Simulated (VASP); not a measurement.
A run of VASP 6.6.1:

INCAR

```
PREC = Accurate
ENCUT = 520
EDIFF = 1E-6
ISMEAR = -1
SIGMA = 0.05
LREAL = F
LASPH = T
NELM = 80
ALGO = Normal
ISIF = 2
LWAVE = F
LCHARG = F
GGA = PS
NBANDS = 18
```

The input KPOINTS:

```
Automatic mesh
0
Gamma
  13 13 13
```

The input POSCAR:

```
ScCd
1.0
    3.4679073854      0.0000000000      0.0000000000
    0.0000000000      3.4679073854      0.0000000000
    0.0000000000      0.0000000000      3.4679073854
Sc Cd
1 1
Direct
    0.5000000000      0.5000000000      0.5000000000
    0.0000000000      0.0000000000      0.0000000000
```

Potentials or basis: VASP PAW PBE potentials, release 64 (Sc_sv, Cd).

The run is started by

```bash
$ cat potpaw_PBE.64/Sc_sv/POTCAR potpaw_PBE.64/Cd/POTCAR > POTCAR
$ mpirun -np 1 vasp_std > vasp.out
```

Hardware: 1 thread of Intel(R) Xeon(R) 6975P-C (Granite Rapids), on a shared host.

Question: Estimate the wall time of this run.

Answer: Run time: 21 s on 1 thread of Intel(R) Xeon(R) 6975P-C (Granite Rapids) (shared host), peak memory 0.2 GiB. Counts: scf iterations 12, k points 84.
